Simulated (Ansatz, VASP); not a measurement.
## SnO: VASP beside Ansatz

The input INCAR:

```
SYSTEM = SnO
ALGO = Normal ; EDIFF = 1E-6
ENCUT = 520 ; GGA = PS
ISIF = 2 ; ISMEAR = 0
LASPH = .True. ; LCHARG = .False.
LREAL = .False. ; LWAVE = .False.
NBANDS = 28 ; NELM = 80
PREC = Accurate ; SIGMA = 0.15
```

The input KPOINTS:

```
k-points
0
Gamma
  10 10 8
  0 0 0
```

File POSCAR:

```
SnO
1.0
    3.9564242214      0.0000000000      0.0000000000
    0.0000000000      3.9564242214      0.0000000000
    0.0000000000      0.0000000000      4.7505758552
Sn O
2 2
Direct
   -0.0304921801      0.5000000000      0.2424656074
    0.5304921801      0.0000000000      0.7575343926
    0.0046169932      0.0000000000      0.0000000000
    0.4953830068      0.5000000000      0.0000000000
```

Input for Ansatz:

```yaml
crystal:
  lattice:
    - [3.9564242214, 0.0, 0.0]
    - [0.0, 3.9564242214, 0.0]
    - [0.0, 0.0, 4.7505758552]
  atoms:
    - { symbol: Sn, position: [-0.0304921801, 0.5, 0.2424656074] }
    - { symbol: Sn, position: [0.5304921801, 0.0, 0.7575343926] }
    - { symbol: O, position: [0.0046169932, 0.0, 0.0] }
    - { symbol: O, position: [0.4953830068, 0.5, 0.0] }
basis:
  ecutwfc: 520.0
kpoints:
  mp_grid: { grid: [10, 10, 8] }
hamiltonian:
  xc: pbesol
  pseudopotentials: { kind: paw, azcp: { folder: soft_1 } }
scf:
  occupations: { method: gaussian, width: 0.15 }
output:
  forces: true
  stress: true
  eigenvalues: true
```

Change from the starting cell: mode 4 frozen in at -0.116 Å, equal normal strain along x and y +0.0400.

Alike in both runs: task single point; functional PBEsol; k mesh 10 × 10 × 8; occupations gaussian, width 0.15 eV; no spin polarisation.

|  | VASP | Ansatz |
| --- | --- | --- |
| version | VASP 6.6.1 | Ansatz 0.2.0 |
| potentials or method | VASP PAW PBE potentials, release 64 (Sn_d, O), cutoff 520 eV | scalar-relativistic, plane waves, PAW |
| valence electrons in the cell | 40 | 40 |

|  | VASP | Ansatz | Ansatz less VASP |
| --- | --- | --- | --- |
| gap on the k mesh at the Fermi level (eV) | 0.38 | 0.38 | -0.005 |
| least direct gap on the mesh (eV) | 1.91 | 1.92 | +0.011 |
| pressure (GPa) | -6.1 | -6.3 | -0.21 |
| traceless stress, the component that is largest in VASP (GPa) | 2.72 | 2.73 | +0.012 |
| rms of the force components (eV/Å) | 0.316 | 0.338 | +0.0226 |

VASP's potentials were made for PBE, not for PBEsol, and Ansatz warns of the same on its side. Atom by atom the forces differ by 0.033 eV/Å (rms over components). The functional is the same, so the differences come from potentials, cutoffs and numerics.
